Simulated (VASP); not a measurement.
# Zr3N2 (R-3c) in VASP: a series of runs

Runs on Zr3N2. Level: r2SCAN. Tasks: single point.

All numbers are computed with VASP 6.6.1; they aren't measurements. Logs are shortened: lines on timing, memory, paths and dates and some standing lists are left out, and cuts for length are marked.

## 1. The cell of the first run

It takes space group R-3c (No. 167, trigonal). Conventional cell: a = 5.650 Å, b = 5.650 Å, c = 15.708 Å, α = 90.00°, β = 90.00°, γ = 120.00°. Zr (site symmetry 2) has 4 N at 2.27 to 2.30 Å within 3.0 Å. N (site symmetry 3) has 6 Zr at 2.27 to 2.30 Å and 1 N at 2.78 Å within 3.0 Å.

## 2. Single point, r2SCAN

File POSCAR:

```
Zr3N2
1.0
    2.8251241387      1.6310861820      5.2359669055
   -2.8251241387      1.6310861820      5.2359669055
    0.0000000000     -3.2621723640      5.2359669055
Zr N
6 4
Direct
    0.4247981300      0.0752018700      0.7500000000
    0.0752018700      0.7500000000      0.4247981300
    0.7500000000      0.4247981300      0.0752018700
    0.2500000000      0.5752018700      0.9247981300
    0.9247981200      0.2500000000      0.5752018700
    0.5752018700      0.9247981300      0.2500000000
    0.3385208000      0.3385208000      0.3385208000
    0.1614792000      0.1614792000      0.1614792000
    0.8385208000      0.8385208000      0.8385208000
    0.6614792000      0.6614792000      0.6614792000
```

File INCAR.step1:

```
SYSTEM = Zr3N2
PREC = Accurate ; ENCUT = 520
ISMEAR = 0 ; SIGMA = 0.1
LREAL = .FALSE. ; LASPH = .TRUE.
NELM = 60 ; NBANDS = 57
GGA = PE ; ALGO = Normal
EDIFF = 1E-4 ; LWAVE = .TRUE.
LCHARG = .FALSE.
```

File INCAR.step2:

```
SYSTEM = Zr3N2
PREC = Accurate ; ENCUT = 520
EDIFF = 1E-6 ; ISMEAR = 0
SIGMA = 0.1 ; LREAL = .FALSE.
LASPH = .TRUE. ; NELM = 60
ALGO = Normal ; ISIF = 2
LWAVE = .FALSE. ; LCHARG = .TRUE.
METAGGA = R2SCAN ; LMIXTAU = .TRUE.
LELF = .TRUE. ; LVHAR = .TRUE.
NBANDS = 57 ; ISTART = 1
```

File KPOINTS:

```
regular mesh
0
G
  6 6 6
  0 0 0
```

Potentials or basis: VASP PAW PBE potentials, release 64 (Zr_sv, N).

Launch:

```
> cat potpaw_PBE.64/Zr_sv/POTCAR potpaw_PBE.64/N/POTCAR > POTCAR
> cp INCAR.step1 INCAR
> mpirun -np 1 vasp_std > vasp.out
> cp INCAR.step2 INCAR
> mpirun -np 1 vasp_std > vasp.out
```

OUTCAR:

```text
SYSTEM = Zr3N2
   PREC = Accurate
   ENCUT = 520
   EDIFF = 1E-6
   ISMEAR = 0
   LREAL = .FALSE.
   LASPH = .TRUE.
   NELM = 60
   ISIF = 2
   METAGGA = R2SCAN
   ISTART = 1

 ion  position               nearest neighbor table
   1  0.425  0.075  0.750-   7 2.27   8 2.27   9 2.30  10 2.30   2 3.18   3 3.18   6 3.20   6 3.20
                             5 3.24   4 3.24   4 3.24   5 3.24   3 3.30   2 3.30   3 3.30   2 3.30
   2  0.075  0.750  0.425-   7 2.27   8 2.27   9 2.30  10 2.30   1 3.18   3 3.18   5 3.20   5 3.20
                             6 3.24   4 3.24   4 3.24   6 3.24   1 3.30   3 3.30   3 3.30   1 3.30
   3  0.750  0.425  0.075-   8 2.27   7 2.27   9 2.30  10 2.30   1 3.18   2 3.18   4 3.20   4 3.20
                             5 3.24   6 3.24   6 3.24   5 3.24   1 3.30   2 3.30   2 3.30   1 3.30
   4  0.250  0.575  0.925-   9 2.27  10 2.27   7 2.30   8 2.30   6 3.18   5 3.18   3 3.20   3 3.20
                             1 3.24   2 3.24   2 3.24   1 3.24   5 3.30   6 3.30   6 3.30   5 3.30
   5  0.925  0.250  0.575-   9 2.27  10 2.27   8 2.30   7 2.30   4 3.18   6 3.18   2 3.20   2 3.20
                             1 3.24   3 3.24   3 3.24   1 3.24   4 3.30   6 3.30   6 3.30   4 3.30
   6  0.575  0.925  0.250-   9 2.27  10 2.27   7 2.30   8 2.30   4 3.18   5 3.18   1 3.20   1 3.20
                             3 3.24   2 3.24   2 3.24   3 3.24   5 3.30   5 3.30   4 3.30   4 3.30
   7  0.339  0.339  0.339-   2 2.27   1 2.27   3 2.27   6 2.30   4 2.30   5 2.30
   8  0.161  0.161  0.161-   3 2.27   1 2.27   2 2.27   5 2.30   6 2.30   4 2.30
   9  0.839  0.839  0.839-   5 2.27   4 2.27   6 2.27   1 2.30   3 2.30   2 2.30
  10  0.661  0.661  0.661-   6 2.27   4 2.27   5 2.27   1 2.30   3 2.30   2 2.30

  LATTYP: Found a trigonal (rhomboedric) cell.
 ALAT       =     6.1690451423
 COS(alpha) =     0.5805606507

  Lattice vectors:

 A1 = (   2.8251241387,   1.6310861820,   5.2359669055)
 A2 = (  -2.8251241387,   1.6310861820,   5.2359669055)
 A3 = (   0.0000000000,  -3.2621723640,   5.2359669055)

Analysis of symmetry for initial positions (statically):
=====================================================================
 Subroutine PRICEL returns:
 Original cell was already a primitive cell.

 Routine SETGRP: Setting up the symmetry group for a
 trigonal (rhombohedral) supercell.

 Subroutine GETGRP returns: Found 12 space group operations
 (whereof  6 operations were pure point group operations)
 out of a pool of 12 trial point group operations.

The static configuration has the point symmetry S_6 .
 The point group associated with its full space group is D_3d.

Analysis of symmetry for dynamics (positions and initial velocities):
=====================================================================
 Subroutine PRICEL returns:
 Original cell was already a primitive cell.

 Routine SETGRP: Setting up the symmetry group for a
 trigonal (rhombohedral) supercell.

 Subroutine GETGRP returns: Found 12 space group operations
 (whereof  6 operations were pure point group operations)
 out of a pool of 12 trial point group operations.

The dynamic configuration has the point symmetry S_6 .
 The point group associated with its full space group is D_3d.

 Subroutine INISYM returns: Found 12 space group operations
 (whereof  6 operations are pure point group operations),
 and found     1 'primitive' translations

----------------------------------------------------------------------------------------

                                     Primitive cell

  volume of cell :     144.7647

  direct lattice vectors                    reciprocal lattice vectors
     2.825124139  1.631086182  5.235966905     0.176983373  0.102181398  0.063662231
    -2.825124139  1.631086182  5.235966905    -0.176983373  0.102181398  0.063662231
     0.000000000 -3.262172364  5.235966905     0.000000000 -0.204362796  0.063662231

  length of vectors
     6.169045142  6.169045142  6.169045142     0.214049135  0.214049135  0.214049135

  position of ions in fractional coordinates (direct lattice)
     0.424798130  0.075201870  0.750000000
     0.075201870  0.750000000  0.424798130
     0.750000000  0.424798130  0.075201870
     0.250000000  0.575201870  0.924798130
     0.924798120  0.250000000  0.575201870
     0.575201870  0.924798130  0.250000000
     0.338520800  0.338520800  0.338520800
     0.161479200  0.161479200  0.161479200
     0.838520800  0.838520800  0.838520800
     0.661479200  0.661479200  0.661479200

  ion indices of the primitive-cell ions
   primitive index   ion index
                 1           1
                 2           2
                 3           3
                 4           4
                 5           5
                 6           6
                 7           7
                 8           8
                 9           9
                10          10

----------------------------------------------------------------------------------------

 KPOINTS: regular mesh

Automatic generation of k-mesh.
 Grid dimensions read from file:
 generate k-points for:    6    6    6

 Generating k-lattice:

  Cartesian coordinates                     Fractional coordinates (reciprocal lattice)
     0.029497229  0.017030233  0.010610372     0.166666667 -0.000000000  0.000000000
    -0.029497229  0.017030233  0.010610372    -0.000000000  0.166666667  0.000000000
     0.000000000 -0.034060466  0.010610372     0.000000000  0.000000000  0.166666667

  Length of vectors
     0.035674856  0.035674856  0.035674856

  Shift w.r.t. Gamma in fractional coordinates (k-lattice)
     0.000000000  0.000000000  0.000000000

 Subroutine IBZKPT returns following result:
 ===========================================

 Found     32 irreducible k-points:

 Following reciprocal coordinates:
            Coordinates               Weight
  0.000000  0.000000  0.000000      1.000000
  0.166667 -0.000000 -0.000000      6.000000
  0.333333 -0.000000 -0.000000      6.000000
  0.500000 -0.000000 -0.000000      3.000000
  0.166667  0.166667 -0.000000      6.000000
  0.333333  0.166667 -0.000000     12.000000
[... 16 lines left out ...]
  0.500000  0.500000  0.166667      6.000000
 -0.333333  0.500000  0.166667     12.000000
 [... further k-points ...]
   k-points           NKPTS =     32   k-points in BZ     NKDIM =     32   number of bands    NBANDS=     57
   number of dos      NEDOS =    301   number of ions     NIONS =     10
   total plane-waves  NPLWV = 110592
   dimension x,y,z NGX =    48 NGY =   48 NGZ =   48
   dimension x,y,z NGXF=    96 NGYF=   96 NGZF=   96
   ions per type =               6   4
   NGX,Y,Z   is equivalent  to a cutoff of  12.94, 12.94, 12.94 a.u.
   NGXF,Y,Z  is equivalent  to a cutoff of  25.87, 25.87, 25.87 a.u.
 SYSTEM =  Zr3N2
   PREC   = accura    normal or accurate (medium, high low for compatibility)
   ISTART =      1    job   : 0-new  1-cont  2-samecut
   ICHARG =      0    charge: 1-file 2-atom 10-const
   ISPIN  =      1    spin polarized calculation?
   LNONCOLLINEAR =      F non collinear calculations
   LSORBIT =      F    spin-orbit coupling
   LASPH  =      T    aspherical Exc in radial PAW
   ENCUT  =  520.0 eV  38.22 Ry    6.18 a.u.  11.47 11.47 11.47*2*pi/ulx,y,z
   NELM   =     60;   NELMIN=  2; NELMDL=  0     # of ELM steps
   EDIFF  = 0.1E-05   stopping-criterion for ELM
   LREAL  =      F    real-space projection
   EDIFFG = 0.1E-04   stopping-criterion for IOM
   NSW    =      0    number of steps for IOM
   IBRION =     -1    ionic relax: 0-MD 1-quasi-New 2-CG
   NFREE  =      0    steps in history (QN), initial steepest desc. (CG)
   ISIF   =      2    stress and relaxation
   ISYM   =      2    0-nonsym 1-usesym 2-fastsym
   POTIM  = 0.5000    time-step for ionic-motion
   TEBEG  =    0.0;   TEEND  =   0.0 temperature during run
   PSTRESS=    0.0 pullay stress
   NELECT =      92.0000    total number of electrons
   NUPDOWN=      -1.0000    fix difference up-down
   EMIN   =  10.00;   EMAX   =-10.00  energy-range for DOS
   EFERMI =   0.00;   METHOD = LEGACY
   ISMEAR =     0;   SIGMA  =   0.10  broadening in eV -4-tet -1-fermi 0-gaus
   EFERMI_NEDOS =   21; number of points for ismear=-14 and -15
   IALGO  =     38    algorithm
   IMIX   =      4    mixing-type and parameters
     AMIX     =   0.40;   BMIX     =  1.00
     AMIX_MAG =   1.60;   BMIX_MAG =  1.00
  volume/ion in A,a.u.               =      14.48        97.69
  Fermi-wavevector in a.u.,A,eV,Ry     =   1.407505  2.659799 26.954094  1.981070
  Thomas-Fermi vector in A             =   2.529757
   LORBIT       =      0    0 simple, 1 ext, 2 COOP (PROOUT), +10 PAW based schemes
   METAGGA = R2SCAN    functional components
   LHFCALC =     F    Hartree Fock is set to
   AEXX    =    0.0000 exact exchange contribution
   IVDW    =     0    specifies the selected vdW correction
   LEPSILON=     F    determine dielectric tensor
   LRPA    =     F    only Hartree local field effects (RPA)
 non-spin polarized calculation
 Gauss-broadening in eV      SIGMA  =   0.10
  energy-cutoff  :      520.00
  volume of cell :      144.76
 maximum number of plane-waves:      3927
 NGX is ok and might be reduce to    48
   NGX = 23   NGY = 23   NGZ = 23

 number of electron      92.0000002 magnetization

 Free energy of the ion-electron system (eV)
  ---------------------------------------------------
  ext. energy  EPLUGINS =         0.00000000
  ---------------------------------------------------
  free energy    TOTEN  =      -189.17677710 eV

  energy without entropy =     -189.15871897  energy(sigma->0) =     -189.16774804

 E-fermi :  10.2266     XC(G=0): -12.8433

 val. band max:       10.2240605310   @ k =  -0.3333   0.3333   0.0000
 cond. band min:      10.2703438078   @ k =  -0.3333   0.1667   0.0000
 fundamental gap:      0.0462832768
 Fermi energy:        10.2265919652

 k-point     1 :       0.0000    0.0000    0.0000
  band No.  band energies     occupation
      1     -40.1841      2.00000
      2     -40.0321      2.00000
      3     -40.0112      2.00000
      4     -40.0112      2.00000
      5     -40.0027      2.00000
      6     -40.0027      2.00000
[... 49 lines left out ...]
     56      13.5633      0.00000
     57      13.8659      0.00000

 k-point     2 :       0.1667   -0.0000   -0.0000
  band No.  band energies     occupation
      1     -40.1722      2.00000
      2     -40.0303      2.00000
      3     -40.0217      2.00000
      4     -40.0154      2.00000
      5     -40.0044      2.00000
      6     -40.0004      2.00000
[... 49 lines left out ...]
     56      13.4193      0.00000
     57      14.1934      0.00000

 k-point     3 :       0.3333   -0.0000   -0.0000
  band No.  band energies     occupation
      1     -40.1401      2.00000
      2     -40.0553      2.00000
      3     -40.0193      2.00000
      4     -40.0184      2.00000
      5     -40.0109      2.00000
      6     -40.0012      2.00000
[... 1194 lines left out ...]
      1     -40.1028      2.00000
      2     -40.0587      2.00000
      3     -40.0483      2.00000
      4     -40.0367      2.00000
      5     -40.0062      2.00000
      6     -39.9935      2.00000
[... 49 lines left out ...]
     56      14.2105      0.00000
     57      14.3199      0.00000

 k-point    24 :      -0.3333    0.5000    0.1667
  band No.  band energies     occupation
      1     -40.0788      2.00000
      2     -40.0621      2.00000
      3     -40.0580      2.00000
      4     -40.0474      2.00000
      5     -40.0053      2.00000
      6     -39.9946      2.00000
[... 49 lines left out ...]
     56      14.1312      0.00000
     57      14.2122      0.00000

 [... further k-points ...]

------------------------ aborting loop because EDIFF is reached ----------------------------------------

  FORCE on cell =-STRESS in cart. coord.  units (eV):
  Direction    XX          YY          ZZ          XY          YZ          ZX
  --------------------------------------------------------------------------------------
  -------------------------------------------------------------------------------------
  Total       -0.0623736     -0.0623736      0.1110910      0.0000000      0.0000000     -0.0000000
  in kB       -0.6903171     -0.6903171      1.2294953      0.0000000      0.0000000     -0.0000000
  external PRESSURE =      -0.0503796 kB  Pullay stress =       0.0000000 kB

 VOLUME and BASIS-vectors are now :
 -----------------------------------------------------------------------------
  energy-cutoff  :      520.00
  volume of cell :      144.76
      direct lattice vectors                 reciprocal lattice vectors
     2.825124139  1.631086182  5.235966905     0.176983373  0.102181398  0.063662231
    -2.825124139  1.631086182  5.235966905    -0.176983373  0.102181398  0.063662231
     0.000000000 -3.262172364  5.235966905     0.000000000 -0.204362796  0.063662231

 POSITION                                       TOTAL-FORCE (eV/Angst)
 -----------------------------------------------------------------------------------
      0.98765     -1.63109      6.54496         0.001908     -0.000000      0.000000
     -1.90639     -0.03979      6.54496        -0.000954     -0.001652      0.000000
      0.91874      1.67088      6.54496        -0.000954      0.001652     -0.000000
     -0.91874     -1.67088      9.16294         0.000954     -0.001652      0.000000
      1.90639      0.03979      9.16294         0.000954      0.001652      0.000000
     -0.98765      1.63109      9.16294        -0.001908      0.000000     -0.000000
      0.00000      0.00000      5.31745         0.000000     -0.000000     -0.005067
      0.00000      0.00000      2.53650         0.000000      0.000000      0.005067
      0.00000      0.00000     13.17140         0.000000     -0.000000     -0.005067
      0.00000      0.00000     10.39045         0.000000      0.000000      0.005067
 -----------------------------------------------------------------------------------
    total drift:                                0.000053      0.000020      0.000088

  FREE ENERGIE OF THE ION-ELECTRON SYSTEM (eV)
  ---------------------------------------------------
  free  energy   TOTEN  =      -189.1767771010 eV

  energy  without entropy=     -189.1587189695  energy(sigma->0) =     -189.16774804
```

Wall time 9.7 min (1 thread of Intel Xeon 6975P-C (Granite Rapids), shared host); peak memory 0.47 GiB.

What came out:

```
Free energy            : -189.1768 eV
Pressure               : 0.0 GPa
Largest force          : 0.005 eV/Å
Band gap on the k mesh : zero (bands 46 and 47 overlap by 0.49 eV)
```

Forces in eV/Å, atoms in the order of the input:
```
Zr   0.002  0.000  0.000
Zr  -0.001 -0.002  0.000
Zr  -0.001  0.002  0.000
Zr   0.001 -0.002  0.000
Zr   0.001  0.002  0.000
Zr  -0.002  0.000  0.000
N    0.000  0.000 -0.005
N    0.000  0.000  0.005
N    0.000  0.000 -0.005
N    0.000  0.000  0.005
```

Levels at points of the mesh, in eV from the Fermi level:
| k point | band 43 | band 44 | band 45 | band 46 | band 47 | band 48 | band 49 | band 50 |
| --- | --- | --- | --- | --- | --- | --- | --- | --- |
| (0.00, 0.00, 0.00) | -0.31 | -0.10 | 0.12 | 0.12 | 0.85 | 0.89 | 0.89 | 0.91 |
| (0.50, 0.00, 0.00) | -1.19 | -1.19 | -0.15 | -0.15 | 0.48 | 0.48 | 2.04 | 2.04 |
| (0.50, 0.50, 0.00) | -0.88 | -0.87 | -0.81 | -0.48 | -0.33 | 1.31 | 1.51 | 1.60 |
| (0.50, 0.50, 0.50) | -0.57 | -0.57 | -0.57 | -0.57 | 1.09 | 1.09 | 2.14 | 2.14 |

Caveat: the PAW data sets were made with another functional, which shifts forces and pressure a little.

## 3. Single point, r2SCAN (13.16 Å³/atom)

This run uses another cell than the first one, of 13.16 Å³/atom.

File POSCAR:

```
Zr3N2
1.0
    2.7361761779      1.5797320529      5.0741847114
   -2.7361761779      1.5797320529      5.0741847114
    0.0000000000     -3.1594641057      5.0741847114
Zr N
6 4
Direct
    0.4222778062      0.0777221938      0.7500000000
    0.0777221938      0.7500000000      0.4222778062
    0.7500000000      0.4222778062      0.0777221938
    0.2500000000      0.5777221938      0.9222778062
    0.9222778062      0.2500000000      0.5777221938
    0.5777221938      0.9222778062      0.2500000000
    0.3381693510      0.3381693510      0.3381693510
    0.1618306490      0.1618306490      0.1618306490
    0.8381693510      0.8381693510      0.8381693510
    0.6618306490      0.6618306490      0.6618306490
```

File INCAR.step1:

```
  PREC = Accurate
  ENCUT = 520
  ISMEAR = 0
  SIGMA = 0.1
  LREAL = False
  LASPH = True
  NELM = 80
  NBANDS = 57
  GGA = PE
  ALGO = Normal
  EDIFF = 1E-4
  LWAVE = True
  LCHARG = False
  LUSENCCL = False
```

File INCAR.step2:

```
  PREC = Accurate
  ENCUT = 520
  EDIFF = 1E-7
  ISMEAR = 0
  SIGMA = 0.1
  LREAL = False
  LASPH = True
  NELM = 80
  ALGO = Normal
  ISIF = 2
  LWAVE = False
  LCHARG = False
  METAGGA = R2SCAN
  LMIXTAU = True
  NBANDS = 57
  ISTART = 1
  LUSENCCL = False
```

File KPOINTS:

```
Automatic mesh
0
Gamma
  12 12 12
```

Potentials or basis: VASP PAW PBE potentials, release 64 (Zr_sv, N).

Launch:

```
> cat potpaw_PBE.64/Zr_sv/POTCAR potpaw_PBE.64/N/POTCAR > POTCAR
> cp INCAR.step1 INCAR
> mpirun -np 1 vasp_std > vasp.out
> cp INCAR.step2 INCAR
> mpirun -np 1 vasp_std > vasp.out
```

It used 1100 s of CPU time on 1 × NVIDIA H100 80GB with 1 thread of AMD EPYC 7R13 Processor (Zen 3), with other jobs on the host.

It converged, with:

| Property | Result |
| --- | --- |
| Free energy | -188.2693 eV |
| Pressure | 23.8 GPa |
| Largest force | 0.008 eV/Å |
| Band gap on the k mesh | zero (bands 46 and 47 overlap by 0.79 eV) |

Forces in eV/Å, atoms in the order of the input:
```
Zr  -0.007  0.000  0.000
Zr   0.004  0.006  0.000
Zr   0.004 -0.006  0.000
Zr  -0.004  0.006  0.000
Zr  -0.004 -0.006  0.000
Zr   0.007  0.000  0.000
N    0.000  0.000 -0.008
N    0.000  0.000  0.008
N    0.000  0.000 -0.008
N    0.000  0.000  0.008
```

Levels at points of the mesh, in eV from the Fermi level:
```
           k point  band 43  band 44  band 45  band 46  band 47  band 48  band 49  band 50
(0.00, 0.00, 0.00)    -0.34    -0.01     0.14     0.14     0.85     0.90     0.90     0.92
(0.50, 0.00, 0.00)    -1.33    -1.33    -0.17    -0.17     0.53     0.53     2.19     2.19
(0.50, 0.50, 0.00)    -1.01    -0.86    -0.86    -0.56    -0.42     1.44     1.62     1.72
(0.50, 0.50, 0.50)    -0.62    -0.62    -0.62    -0.62     1.14     1.14     2.32     2.32
```

Caveat: the cell stands under pressure; the PAW data sets were made with another functional, which shifts forces and pressure a little.

[end of part 1 of 2]
